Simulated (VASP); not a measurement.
A run of VASP 6.6.1 is set up as follows.

The input INCAR:

```
  ALGO = Normal
  DIPOL = 0.5 0.5 0.295
  EDIFF = 1E-7
  ENCUT = 520
  GGA = PE
  IDIPOL = 3
  ISIF = 2
  ISMEAR = 0
  LASPH = T
  LCHARG = T
  LDIPOL = T
  LELF = T
  LREAL = F
  LVACPOTAV = T
  LVHAR = T
  LWAVE = F
  NBANDS = 18
  NELM = 60
  PREC = Accurate
  SIGMA = 0.1
```

File KPOINTS:

```
k-points
0
Gamma
  20 20 1
```

POSCAR

```
Au
1.0
    2.7505168824      0.0000000000      0.0000000000
    0.0000000000      2.7505168824      0.0000000000
    0.0000000000      0.0000000000     27.1145382400
Au
2
Direct
    0.0000000000      0.5000000000      0.2532543672
    0.5000000000      0.0000000000      0.3368349738
```

Potentials or basis: VASP PAW PBE potentials, release 64 (Au).

Run with:

```bash
$ cat potpaw_PBE.64/Au/POTCAR > POTCAR
$ mpirun -np 1 vasp_std > vasp.out
```

(1) What does it give for the work function of the upper face?

(2) What does it give for the band gap on the k mesh?

(3) What does it give for the work function of the lower face?

Answers

(1) 5.44 eV.

(2) zero (bands 11 and 12 overlap by 5.85 eV).

(3) 5.44 eV.

Caveat: spin-orbit coupling is left out, which moves the levels of the heavy elements.
